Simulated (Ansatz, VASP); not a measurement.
CdSi2: VASP beside Ansatz

The input INCAR:

```
SYSTEM = CdSi2
  PREC = Accurate
  ENCUT = 520
  EDIFF = 1E-6
  ISMEAR = 0
  SIGMA = 0.1
  LREAL = .False.
  LASPH = .True.
  NELM = 60
  ALGO = Fast
  ISIF = 2
  LWAVE = .False.
  LCHARG = .False.
  GGA = PE
  NBANDS = 29
```

Contents of KPOINTS:

```
Automatic mesh
0
Gamma
  4 4 6
  0 0 0
```

File POSCAR:

```
CdSi2
1.0
    5.6152229245      0.0000000000      0.0000000000
    0.0000000000      5.6152229245      0.0000000000
    0.0000000000      0.0000000000      3.6167707082
Cd Si
2 4
Direct
    0.0000000000      0.0000000000      0.0000000000
    0.5000000000      0.5000000000      0.5000000000
    0.3060000000      0.3060000000      0.0000000000
    0.1940000000      0.8060000000      0.5000000000
    0.6940000000      0.6940000000      0.0000000000
    0.8060000000      0.1940000000      0.5000000000
```

Input for Ansatz:

```yaml
crystal:
  lattice:
    - [5.6152229245, 0.0, 0.0]
    - [0.0, 5.6152229245, 0.0]
    - [0.0, 0.0, 3.6167707082]
  atoms:
    - { symbol: Cd, position: [0.0, 0.0, 0.0] }
    - { symbol: Cd, position: [0.5, 0.5, 0.5] }
    - { symbol: Si, position: [0.306, 0.306, 0.0] }
    - { symbol: Si, position: [0.194, 0.806, 0.5] }
    - { symbol: Si, position: [0.694, 0.694, 0.0] }
    - { symbol: Si, position: [0.806, 0.194, 0.5] }
basis:
  ecutwfc: 420
kpoints:
  mp_grid: { grid: [4, 4, 6] }
hamiltonian:
  xc: pbe
scf:
  occupations: { method: gaussian, width: 0.1 }
  lower_state_search: "off"
output:
  forces: true
  stress: true
  eigenvalues: true
```

Alike in both runs: task single point; functional PBE; k mesh 4 × 4 × 6; occupations gaussian, width 0.1 eV; no spin polarisation.

```csv
,VASP,Ansatz
version,VASP 6.6.1,Ansatz 0.2.0
potentials or method,"VASP PAW PBE potentials, release 64 (Cd, Si), cutoff 520 eV","scalar-relativistic, plane waves, PAW"
valence electrons in the cell,40,56
```

Ansatz gave:

* gap on the k mesh at the Fermi level (eV): none
* pressure (GPa): 24.5
* traceless stress, the component that is largest in VASP (GPa): 13.59
* rms of the force components (eV/Å): 0.637

Estimate VASP's values.

gap on the k mesh at the Fermi level (eV): none; pressure (GPa): 25.1; traceless stress, the component that is largest in VASP (GPa): 13.71; rms of the force components (eV/Å): 0.645.

Atom by atom the forces differ by 0.007 eV/Å (rms over components). A gap of «none» marks a metal or a gap that the smearing closes. VASP's potentials hold 40 valence electrons a cell and Ansatz's 56, so a difference there can come from the potentials and not from the codes.
